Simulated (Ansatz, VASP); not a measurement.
## LaScF in VASP and in Ansatz

The input INCAR:

```
SYSTEM = LaScF
  PREC = Accurate
  ENCUT = 520
  EDIFF = 1E-6
  ISMEAR = 0
  SIGMA = 0.1
  LREAL = .FALSE.
  LASPH = .TRUE.
  NELM = 100
  ALGO = Normal
  ISIF = 2
  LWAVE = .FALSE.
  LCHARG = .FALSE.
  GGA = PE
  NBANDS = 22
```

KPOINTS

```
regular mesh
0
G
  6 6 4
  0 0 0
```

File POSCAR:

```
LaScF
1.0
    4.0757667300      0.0000000000      0.0000000000
   -2.0378833600      3.5297175300      0.0000000000
    0.0000000000      0.0000000000      4.4086186100
La Sc F
1 1 1
Direct
    0.0000000000      0.0000000000      0.0000000000
    0.3333333300      0.6666666700      0.5000000000
    0.6666666700      0.3333333300      0.5000000000
```

Input for Ansatz:

```yaml
crystal:
  lattice:
    - [4.07576673, 0.0, 0.0]
    - [-2.03788336, 3.52971753, 0.0]
    - [0.0, 0.0, 4.40861861]
  atoms:
    - { symbol: La, position: [0.0, 0.0, 0.0] }
    - { symbol: Sc, position: [0.33333333, 0.66666667, 0.5] }
    - { symbol: F, position: [0.66666667, 0.33333333, 0.5] }
basis:
  ecutwfc: 420
kpoints:
  mp_grid: { grid: [6, 6, 4] }
hamiltonian:
  xc: pbe
scf:
  occupations: { method: gaussian, width: 0.1 }
  lower_state_search: "off"
output:
  forces: true
  stress: true
  eigenvalues: true
```

Change from the starting cell: species swapped into the EuGaSi type (P-6m2, No. 187).

Alike in both runs: task single point; functional PBE; k mesh 6 × 6 × 4; occupations gaussian, width 0.1 eV; no spin polarisation.

|  | VASP | Ansatz |
| --- | --- | --- |
| version | VASP 6.6.1 | Ansatz 0.2.0 |
| potentials or method | VASP PAW PBE potentials, release 64 (La, Sc_sv, F), cutoff 520 eV | scalar-relativistic, plane waves, PAW |
| valence electrons in the cell | 29 | 29 |

Ansatz gave:

- gap on the k mesh at the Fermi level (eV): none
- pressure (GPa): 5.0
- traceless stress, the component that is largest in VASP (GPa): 7.19

Problem. What did VASP give for the same quantities?

Solution. gap on the k mesh at the Fermi level (eV): none; pressure (GPa): 5.1; traceless stress, the component that is largest in VASP (GPa): 7.14.

A gap of «none» marks a metal or a gap that the smearing closes.

Spin-orbit coupling is off throughout.
